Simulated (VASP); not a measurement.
# Ta2Si (I4/mcm) in VASP: relaxation of cell and atoms with LDA

Aim: the relaxation of cell and atoms of Ta2Si with LDA.

Everything below comes from runs of VASP 6.6.1. Logs are shortened: lines on timing, memory, paths and dates and some standing lists are left out, and cuts for length are marked.

**1. The cell of the first run**

Symmetry: I4/mcm, No. 140, tetragonal system. The conventional cell has a = 6.176 Å, b = 6.176 Å, c = 5.047 Å, α = 90.00°, β = 90.00°, γ = 90.00°. Within 3.5 Å of Ta (site symmetry m2m) lie 4 Si at 2.63 Å and 11 Ta at 2.86 to 3.27 Å. Si (site symmetry 422) has 2 Si at 2.52 Å and 8 Ta at 2.63 Å within 3.3 Å.

**2. Relaxation of cell and atoms, LDA**

The input, INCAR:

```
SYSTEM = Ta2Si
PREC = Accurate
ENCUT = 500
EDIFF = 1E-7
ISMEAR = 0
SIGMA = 0.1
LREAL = .False.
LASPH = .True.
NELM = 120
ALGO = Normal
ISIF = 3
LWAVE = .False.
LCHARG = .False.
IBRION = 2
NSW = 100
EDIFFG = -0.005
GGA_COMPAT = .False.
NELMIN = 4
```

The input, KPOINTS:

```
regular mesh
0
Gamma
  10 10 10
  0 0 0
```

The input, POSCAR:

```
Ta2Si
1.0
   -3.0877629443      3.0877629443      2.5236412193
    3.0877629443     -3.0877629443      2.5236412193
    3.0877629443      3.0877629443     -2.5236412193
Ta Si
4 2
Direct
    0.6635932100      0.8364067900      0.5000000000
    0.8364067900      0.3364067900      0.1728135800
    0.3364067900      0.1635932100      0.5000000000
    0.1635932100      0.6635932100      0.8271864200
    0.2500000000      0.2500000000      0.0000000000
    0.7500000000      0.7500000000      0.0000000000
```

Potentials or basis: VASP PAW LDA potentials, release 64 (Ta_pv, Si).

On the command line:

```console
> cat potpaw_LDA.64/Ta_pv/POTCAR potpaw_LDA.64/Si/POTCAR > POTCAR
> mpirun -np 1 vasp_std > vasp.out
```

OUTCAR:

```text
SYSTEM = Ta2Si
   PREC = Accurate
   ENCUT = 500
   EDIFF = 1E-7
   ISMEAR = 0
   LREAL = .False.
   LASPH = .True.
   NELM = 120
   ISIF = 3
   IBRION = 2
   NSW = 100
   EDIFFG = -0.005
   NELMIN = 4

 ion  position               nearest neighbor table
   1  0.664  0.836  0.500-   5 2.63   5 2.63   6 2.63   6 2.63   3 2.86   3 2.94   3 2.94   2 3.23
                             4 3.23   4 3.23   2 3.23   4 3.27   2 3.27   4 3.27   2 3.27
   2  0.836  0.336  0.173-   6 2.63   5 2.63   5 2.63   6 2.63   4 2.86   4 2.94   4 2.94   1 3.23
                             3 3.23   3 3.23   1 3.23   1 3.27   3 3.27   3 3.27   1 3.27
   3  0.336  0.164  0.500-   6 2.63   6 2.63   5 2.63   5 2.63   1 2.86   1 2.94   1 2.94   2 3.23
                             4 3.23   4 3.23   2 3.23   4 3.27   2 3.27   2 3.27   4 3.27
   4  0.164  0.664  0.827-   6 2.63   5 2.63   5 2.63   6 2.63   2 2.86   2 2.94   2 2.94   3 3.23
                             1 3.23   1 3.23   3 3.23   3 3.27   1 3.27   1 3.27   3 3.27
   5  0.250  0.250  0.000-   6 2.52   6 2.52   1 2.63   1 2.63   3 2.63   4 2.63   3 2.63   2 2.63
                             4 2.63   2 2.63
   6  0.750  0.750  0.000-   5 2.52   5 2.52   3 2.63   3 2.63   1 2.63   1 2.63   4 2.63   2 2.63
                             4 2.63   2 2.63

  LATTYP: Found a body centered tetragonal cell.
 ALAT       =     6.1755258886
 C/A-ratio  =     0.8173040693

  Lattice vectors:

 A1 = (  -3.0877629443,   3.0877629443,   2.5236412193)
 A2 = (   3.0877629443,  -3.0877629443,   2.5236412193)
 A3 = (   3.0877629443,   3.0877629443,  -2.5236412193)

Analysis of symmetry for initial positions (statically):
=====================================================================
 Subroutine PRICEL returns:
 Original cell was already a primitive cell.

 Routine SETGRP: Setting up the symmetry group for a
 body centered tetragonal supercell.

 Subroutine GETGRP returns: Found 16 space group operations
 (whereof  8 operations were pure point group operations)
 out of a pool of 16 trial point group operations.

The static configuration has the point symmetry C_4h.
 The point group associated with its full space group is D_4h.

Analysis of symmetry for dynamics (positions and initial velocities):
=====================================================================
 Subroutine PRICEL returns:
 Original cell was already a primitive cell.

 Routine SETGRP: Setting up the symmetry group for a
 body centered tetragonal supercell.

 Subroutine GETGRP returns: Found 16 space group operations
 (whereof  8 operations were pure point group operations)
 out of a pool of 16 trial point group operations.

The dynamic configuration has the point symmetry C_4h.
 The point group associated with its full space group is D_4h.

 Subroutine INISYM returns: Found 16 space group operations
 (whereof  8 operations are pure point group operations),
 and found     1 'primitive' translations

----------------------------------------------------------------------------------------

                                     Primitive cell

  volume of cell :      96.2444

  direct lattice vectors                    reciprocal lattice vectors
    -3.087762944  3.087762944  2.523641219     0.000000000  0.161929529  0.198126420
     3.087762944 -3.087762944  2.523641219     0.161929529  0.000000000  0.198126420
     3.087762944  3.087762944 -2.523641219     0.161929529  0.161929529  0.000000000

  length of vectors
     5.043542902  5.043542902  5.043542902     0.255881322  0.255881322  0.229002936

  position of ions in fractional coordinates (direct lattice)
     0.663593210  0.836406790  0.500000000
     0.836406790  0.336406790  0.172813580
     0.336406790  0.163593210  0.500000000
     0.163593210  0.663593210  0.827186420
     0.250000000  0.250000000  0.000000000
     0.750000000  0.750000000  0.000000000

  ion indices of the primitive-cell ions
   primitive index   ion index
                 1           1
                 2           2
                 3           3
                 4           4
                 5           5
                 6           6

----------------------------------------------------------------------------------------

 KPOINTS: regular mesh

Automatic generation of k-mesh.
 Grid dimensions read from file:
 generate k-points for:   10   10   10

 Generating k-lattice:

  Cartesian coordinates                     Fractional coordinates (reciprocal lattice)
     0.000000000  0.016192953  0.019812642     0.100000000  0.000000000 -0.000000000
     0.016192953  0.000000000  0.019812642     0.000000000  0.100000000 -0.000000000
     0.016192953  0.016192953  0.000000000     0.000000000  0.000000000  0.100000000

  Length of vectors
     0.025588132  0.025588132  0.022900294

  Shift w.r.t. Gamma in fractional coordinates (k-lattice)
     0.000000000  0.000000000  0.000000000

 Subroutine IBZKPT returns following result:
 ===========================================

 Found    102 irreducible k-points:

 Following reciprocal coordinates:
            Coordinates               Weight
  0.000000  0.000000  0.000000      1.000000
  0.100000  0.000000 -0.000000      8.000000
  0.200000  0.000000 -0.000000      8.000000
  0.300000  0.000000 -0.000000      8.000000
  0.400000  0.000000 -0.000000      8.000000
  0.500000  0.000000 -0.000000      4.000000
[... 16 lines left out ...]
  0.300000  0.300000 -0.000000      8.000000
  0.400000  0.300000 -0.000000     16.000000
 [... further k-points ...]
   k-points           NKPTS =    102   k-points in BZ     NKDIM =    102   number of bands    NBANDS=     31
   number of dos      NEDOS =    301   number of ions     NIONS =      6
   total plane-waves  NPLWV =  64000
   dimension x,y,z NGX =    40 NGY =   40 NGZ =   40
   dimension x,y,z NGXF=    80 NGYF=   80 NGZF=   80
   ions per type =               4   2
   NGX,Y,Z   is equivalent  to a cutoff of  13.18, 13.18, 13.18 a.u.
   NGXF,Y,Z  is equivalent  to a cutoff of  26.37, 26.37, 26.37 a.u.
 SYSTEM =  Ta2Si
   PREC   = accura    normal or accurate (medium, high low for compatibility)
   ISTART =      0    job   : 0-new  1-cont  2-samecut
   ICHARG =      2    charge: 1-file 2-atom 10-const
   ISPIN  =      1    spin polarized calculation?
   LNONCOLLINEAR =      F non collinear calculations
   LSORBIT =      F    spin-orbit coupling
   LASPH  =      T    aspherical Exc in radial PAW
   ENCUT  =  500.0 eV  36.75 Ry    6.06 a.u.   9.20  9.20  9.20*2*pi/ulx,y,z
   NELM   =    120;   NELMIN=  4; NELMDL= -5     # of ELM steps
   EDIFF  = 0.1E-06   stopping-criterion for ELM
   LREAL  =      F    real-space projection
   EDIFFG = -.5E-02   stopping-criterion for IOM
   NSW    =    100    number of steps for IOM
   IBRION =      2    ionic relax: 0-MD 1-quasi-New 2-CG
   NFREE  =      1    steps in history (QN), initial steepest desc. (CG)
   ISIF   =      3    stress and relaxation
   ISYM   =      2    0-nonsym 1-usesym 2-fastsym
   POTIM  = 0.5000    time-step for ionic-motion
   TEBEG  =    0.0;   TEEND  =   0.0 temperature during run
   PSTRESS=    0.0 pullay stress
   NELECT =      52.0000    total number of electrons
   NUPDOWN=      -1.0000    fix difference up-down
   EMIN   =  10.00;   EMAX   =-10.00  energy-range for DOS
   EFERMI =   0.00;   METHOD = LEGACY
   ISMEAR =     0;   SIGMA  =   0.10  broadening in eV -4-tet -1-fermi 0-gaus
   EFERMI_NEDOS =   21; number of points for ismear=-14 and -15
   IALGO  =     38    algorithm
   IMIX   =      4    mixing-type and parameters
     AMIX     =   0.40;   BMIX     =  1.00
     AMIX_MAG =   1.60;   BMIX_MAG =  1.00
  volume/ion in A,a.u.               =      16.04       108.25
  Fermi-wavevector in a.u.,A,eV,Ry     =   1.333370  2.519705 24.189476  1.777876
  Thomas-Fermi vector in A             =   2.462234
   LORBIT       =      0    0 simple, 1 ext, 2 COOP (PROOUT), +10 PAW based schemes
   GGA     = CA    functional components
   LHFCALC =     F    Hartree Fock is set to
   AEXX    =    0.0000 exact exchange contribution
   IVDW    =     0    specifies the selected vdW correction
   LEPSILON=     F    determine dielectric tensor
   LRPA    =     F    only Hartree local field effects (RPA)
 conjugate gradient relaxation of ions
 non-spin polarized calculation
 Gauss-broadening in eV      SIGMA  =   0.10
  energy-cutoff  :      500.00
  volume of cell :       96.24
 maximum number of plane-waves:      2473
 NGX is ok and might be reduce to    40
   NGX = 19   NGY = 19   NGZ = 19

--------------------------------------- Ionic step        1  -------------------------------------------

 number of electron      52.0000001 magnetization

 Free energy of the ion-electron system (eV)
  ---------------------------------------------------
  ext. energy  EPLUGINS =         0.00000000
  ---------------------------------------------------
  free energy    TOTEN  =       -66.67718936 eV

  energy without entropy =      -66.66089116  energy(sigma->0) =      -66.66904026

------------------------ aborting loop because EDIFF is reached ----------------------------------------

  FORCE on cell =-STRESS in cart. coord.  units (eV):
  Direction    XX          YY          ZZ          XY          YZ          ZX
  --------------------------------------------------------------------------------------
  -------------------------------------------------------------------------------------
  Total       -4.3899628     -4.3899628     -3.5617851      0.0000000     -0.0000000      0.0000000
  in kB      -73.0795580    -73.0795580    -59.2929135      0.0000000     -0.0000000      0.0000000
  external PRESSURE =     -68.4840098 kB  Pullay stress =       0.0000000 kB
[... 305 lines left out ...]
  energy  without entropy=      -66.7264366849  energy(sigma->0) =      -66.73486736

--------------------------------------- Ionic step        9  -------------------------------------------

 number of electron      52.0000001 magnetization

 Free energy of the ion-electron system (eV)
  ---------------------------------------------------
  ext. energy  EPLUGINS =         0.00000000
  ---------------------------------------------------
  free energy    TOTEN  =       -66.74340796 eV

  energy without entropy =      -66.72654487  energy(sigma->0) =      -66.73497641

 E-fermi :   7.7692     XC(G=0): -12.7397

 val. band max:        7.7647188527   @ k =  -0.4000   0.4000   0.1000
 cond. band min:       7.7723494624   @ k =  -0.2000   0.3000   0.1000
 fundamental gap:      0.0076306097
 Fermi energy:         7.7691597079

 k-point     1 :       0.0000    0.0000    0.0000
  band No.  band energies     occupation
      1     -26.5655      2.00000
      2     -26.5496      2.00000
      3     -26.5496      2.00000
      4     -26.4908      2.00000
      5     -26.4908      2.00000
      6     -26.4685      2.00000
[... 805 lines left out ...]
     30       9.5385      0.00000
     31      10.4629      0.00000

 [... further k-points ...]
[... 5 lines left out ...]
  --------------------------------------------------------------------------------------
  -------------------------------------------------------------------------------------
  Total       -0.0001945     -0.0001945     -0.0083092      0.0000000     -0.0000000      0.0000000
  in kB       -0.0033392     -0.0033392     -0.1426522      0.0000000     -0.0000000      0.0000000
  external PRESSURE =      -0.0497768 kB  Pullay stress =       0.0000000 kB
[... 21 lines left out ...]
  FREE ENERGIE OF THE ION-ELECTRON SYSTEM (eV)
  ---------------------------------------------------
  free  energy   TOTEN  =       -66.7434079594 eV

  energy  without entropy=      -66.7265448657  energy(sigma->0) =      -66.73497641

 reached required accuracy - stopping structural energy minimisation
```

Run time: 46 min. Hardware: 1 thread of Intel Xeon 8259CL, shared host; peak memory 0.37 GiB.

Results:

| Property | Result |
| --- | --- |
| Free energy | -66.7434 eV |
| Relaxed volume | 15.55 Å³/atom |
| Relaxed cell | a = 4.990 Å, b = 4.990 Å, c = 4.990 Å, α = 104.63°, β = 104.63°, γ = 119.65° |
| Space group after relaxing (to 0.1 Å) | I4/mcm (No. 140) |
| Energy gained by relaxing | 11.0 meV/atom |
| Ionic steps | 9 |
| Pressure after relaxing | 0.0 GPa |
| Band gap on the k mesh | zero (bands 26 and 27 overlap by 0.75 eV) |

Step by step:
```csv
step,energy change (eV),largest force (eV/Å),pressure (GPa),volume (Å³)
1,0.0000,0.0426,-6.85,96.24
2,0.2940,0.2595,19.28,87.00
3,-0.0646,0.0986,-0.15,93.40
4,-0.0646,0.1001,0.03,93.33
5,-0.0646,0.1013,0.18,93.27
6,-0.0662,0.0145,0.16,93.26
7,-0.0662,0.0021,0.15,93.26
8,-0.0661,0.0026,-0.30,93.44
9,-0.0662,0.0005,0.00,93.32
```

Final structure:
```
Ta Si
1.0
    -3.05011    3.05011    2.50784
     3.05011   -3.05011    2.50784
     3.05011    3.05011   -2.50784
Ta Si
4 2
Direct
  0.66296 0.83704 0.50000
  0.83704 0.33704 0.17408
  0.33704 0.16296 0.50000
  0.16296 0.66296 0.82592
  0.25000 0.25000 0.00000
  0.75000 0.75000 0.00000
```

Caveat: spin-orbit coupling is left out, which moves the levels of the heavy elements.
